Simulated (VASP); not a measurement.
# AlMo3H (Pm-3m) in VASP: single point with PBE

Aim: the single point of AlMo3H with PBE.

Program: VASP 6.6.1. These are calculated values, not measurements. Logs are shortened: lines on timing, memory, paths and dates and some standing lists are left out, and cuts for length are marked.

## Step 1: The cell of the first run

Symmetry: Pm-3m, No. 221, cubic system. Conventional cell: a = 4.570 Å, b = 4.570 Å, c = 4.570 Å, α = 90.00°, β = 90.00°, γ = 90.00°. Within 3.0 Å of Al (site symmetry m-3m) lie 6 Mo at 2.28 Å. H (site symmetry m-3m) has 12 Mo at 3.23 Å and 8 Al at 3.96 Å within 4.3 Å. Within 3.0 Å of Mo (site symmetry 4/mmm) lie 2 Al at 2.28 Å.

## Step 2: Single point, PBE

File POSCAR:

```
AlMo3H
1.0
    4.5699029261      0.0000000000      0.0000000000
    0.0000000000      4.5699029261      0.0000000000
    0.0000000000      0.0000000000      4.5699029261
Al H Mo
1 1 3
Direct
    0.5000000000      0.5000000000      0.5000000000
    0.0000000000      0.0000000000      0.0000000000
    0.0000000000      0.5000000000      0.5000000000
    0.5000000000      0.0000000000      0.5000000000
    0.5000000000      0.5000000000      0.0000000000
```

File INCAR.step1:

```
ALGO = Normal ; EDIFF = 1E-7
ENCUT = 520 ; GGA = PE
ISIF = 2 ; ISMEAR = 0
LASPH = True ; LCHARG = True
LMAXMIX = 4 ; LREAL = False
LWAVE = False ; NBANDS = 31
NELM = 80 ; PREC = Accurate
SIGMA = 0.1
```

File KPOINTS.step1:

```
k-points
0
Gamma
  8 8 8
```

File INCAR.step2:

```
ALGO = Normal ; EDIFF = 1E-7
ENCUT = 520 ; GGA = PE
ICHARG = 11 ; ISIF = 2
ISMEAR = -5 ; LASPH = True
LCHARG = False ; LMAXMIX = 4
LORBIT = 10 ; LREAL = False
LWAVE = False ; NEDOS = 2001
NELM = 80 ; PREC = Accurate
SIGMA = 0.1
```

File KPOINTS.step2:

```
k-points
0
Gamma
  12 12 12
```

Potentials or basis: VASP PAW PBE potentials, release 64 (Al, H, Mo_sv).

Launch:

```
cat potpaw_PBE.64/Al/POTCAR potpaw_PBE.64/H/POTCAR potpaw_PBE.64/Mo_sv/POTCAR > POTCAR
cp INCAR.step1 INCAR
cp KPOINTS.step1 KPOINTS
mpirun -np 1 vasp_std > vasp.out
cp INCAR.step2 INCAR
cp KPOINTS.step2 KPOINTS
mpirun -np 1 vasp_std > vasp.out
```

OUTCAR:

```text
EDIFF = 1E-7
   ENCUT = 520
   GGA = PE
   ICHARG = 11
   ISIF = 2
   ISMEAR = -5
   LASPH = True
   LORBIT = 10
   LREAL = False
   NELM = 80
   PREC = Accurate

 ion  position               nearest neighbor table
   1  0.500  0.500  0.500-   3 2.28   4 2.28   5 2.28   5 2.28   4 2.28   3 2.28
   2  0.000  0.000  0.000-
   3  0.000  0.500  0.500-   1 2.28   1 2.28   5 3.23   5 3.23   4 3.23   4 3.23   4 3.23   5 3.23
                             5 3.23   4 3.23
   4  0.500  0.000  0.500-   1 2.28   1 2.28   5 3.23   5 3.23   3 3.23   3 3.23   5 3.23   5 3.23
                             3 3.23   3 3.23
   5  0.500  0.500  0.000-   1 2.28   1 2.28   4 3.23   3 3.23   3 3.23   4 3.23   4 3.23   4 3.23
                             3 3.23   3 3.23

  LATTYP: Found a simple cubic cell.
 ALAT       =     4.5699029261

  Lattice vectors:

 A1 = (   4.5699029261,   0.0000000000,   0.0000000000)
 A2 = (   0.0000000000,   4.5699029261,   0.0000000000)
 A3 = (   0.0000000000,   0.0000000000,   4.5699029261)

Analysis of symmetry for initial positions (statically):
=====================================================================
 Subroutine PRICEL returns:
 Original cell was already a primitive cell.

 Routine SETGRP: Setting up the symmetry group for a
 simple cubic supercell.

 Subroutine GETGRP returns: Found 48 space group operations
 (whereof 48 operations were pure point group operations)
 out of a pool of 48 trial point group operations.

The static configuration has the point symmetry O_h .

Analysis of symmetry for dynamics (positions and initial velocities):
=====================================================================
 Subroutine PRICEL returns:
 Original cell was already a primitive cell.

 Routine SETGRP: Setting up the symmetry group for a
 simple cubic supercell.

 Subroutine GETGRP returns: Found 48 space group operations
 (whereof 48 operations were pure point group operations)
 out of a pool of 48 trial point group operations.

The dynamic configuration has the point symmetry O_h .

 Subroutine INISYM returns: Found 48 space group operations
 (whereof 48 operations are pure point group operations),
 and found     1 'primitive' translations

----------------------------------------------------------------------------------------

                                     Primitive cell

  volume of cell :      95.4379

  direct lattice vectors                    reciprocal lattice vectors
[... 108 lines left out ...]
   EMIN   =  10.00;   EMAX   =-10.00  energy-range for DOS
   EFERMI =   0.00;   METHOD = LEGACY
   ISMEAR =    -5;   SIGMA  =   0.10  broadening in eV -4-tet -1-fermi 0-gaus
   EFERMI_NEDOS =   21; number of points for ismear=-14 and -15
   IALGO  =     38    algorithm
   IMIX   =      4    mixing-type and parameters
     AMIX     =   0.40;   BMIX     =  1.00
     AMIX_MAG =   1.60;   BMIX_MAG =  1.00
  volume/ion in A,a.u.               =      19.09       128.81
  Fermi-wavevector in a.u.,A,eV,Ry     =   1.283573  2.425601 22.416399  1.647559
  Thomas-Fermi vector in A             =   2.415818
   LORBIT       =     10    0 simple, 1 ext, 2 COOP (PROOUT), +10 PAW based schemes
   GGA     = PE    functional components
   LHFCALC =     F    Hartree Fock is set to
   AEXX    =    0.0000 exact exchange contribution
   IVDW    =     0    specifies the selected vdW correction
   LEPSILON=     F    determine dielectric tensor
   LRPA    =     F    only Hartree local field effects (RPA)
 non-spin polarized calculation
 Fermi weights with tetrahedron method with Bloechl corrections
  energy-cutoff  :      520.00
  volume of cell :       95.44
 maximum number of plane-waves:      2612
 NGX is ok and might be reduce to    36

 number of electron      46.0000008 magnetization

 Free energy of the ion-electron system (eV)
  ---------------------------------------------------
  ext. energy  EPLUGINS =         0.00000000
  ---------------------------------------------------
  free energy    TOTEN  =       -27.89476603 eV

  energy without entropy =      -27.89476603  energy(sigma->0) =      -27.89476603

 E-fermi :   5.8529     XC(G=0): -10.4277

 val. band max:        6.0067068012   @ k =   0.0000   0.0000   0.0000
 cond. band min:       5.8462831614   @ k =   0.3333   0.3333   0.3333
 fundamental gap:     -0.1604236398
 Fermi energy:         5.8528549770

 k-point     1 :       0.0000    0.0000    0.0000
  band No.  band energies     occupation
      1     -55.0025      2.00000
      2     -54.9589      2.00000
      3     -54.9589      2.00000
      4     -29.2111      2.00000
      5     -29.2111      2.00000
      6     -29.2111      2.00000
[... 709 lines left out ...]
     26       6.6086      0.00000
     27       6.8834      0.00000

 [... further k-points ...]

------------------------ aborting loop because EDIFF is reached ----------------------------------------

  FORCE on cell =-STRESS in cart. coord.  units (eV):
  Direction    XX          YY          ZZ          XY          YZ          ZX
  --------------------------------------------------------------------------------------
  -------------------------------------------------------------------------------------
  Total        0.0215269      0.0215269      0.0215269      0.0000000      0.0000000     -0.0000000
  in kB        0.3613865      0.3613865      0.3613865      0.0000000      0.0000000     -0.0000000
  external PRESSURE =       0.3613865 kB  Pullay stress =       0.0000000 kB

 VOLUME and BASIS-vectors are now :
 -----------------------------------------------------------------------------
  energy-cutoff  :      520.00
  volume of cell :       95.44
      direct lattice vectors                 reciprocal lattice vectors
     4.569902926  0.000000000  0.000000000     0.218823029  0.000000000  0.000000000
     0.000000000  4.569902926  0.000000000     0.000000000  0.218823029  0.000000000
     0.000000000  0.000000000  4.569902926     0.000000000  0.000000000  0.218823029

 POSITION                                       TOTAL-FORCE (eV/Angst)
 -----------------------------------------------------------------------------------
      2.28495      2.28495      2.28495         0.000000      0.000000      0.000000
      0.00000      0.00000      0.00000         0.000000      0.000000      0.000000
      0.00000      2.28495      2.28495         0.000000      0.000000      0.000000
      2.28495      0.00000      2.28495         0.000000      0.000000      0.000000
      2.28495      2.28495      0.00000         0.000000      0.000000      0.000000
 -----------------------------------------------------------------------------------
    total drift:                                0.000000      0.000000      0.000000

  FREE ENERGIE OF THE ION-ELECTRON SYSTEM (eV)
  ---------------------------------------------------
  free  energy   TOTEN  =       -27.8947660291 eV

  energy  without entropy=      -27.8947660291  energy(sigma->0) =      -27.89476603

 total charge

# of ion       s       p       d       tot
------------------------------------------
    1        0.550   0.614   0.000   1.164
    2        0.318   0.004   0.000   0.322
    3        2.283   6.090   3.921  12.293
    4        2.283   6.090   3.921  12.293
    5        2.283   6.090   3.921  12.293
--------------------------------------------------
tot          7.716  18.888  11.762  38.366
```

Wall time 4.1 min (1 thread of Oxide Virtual Turin-like, shared host); peak memory 0.29 GiB.

Results:

```
Valence electrons inside the program's atomic spheres : Al 1.16; H 0.32; Mo 12.29
```
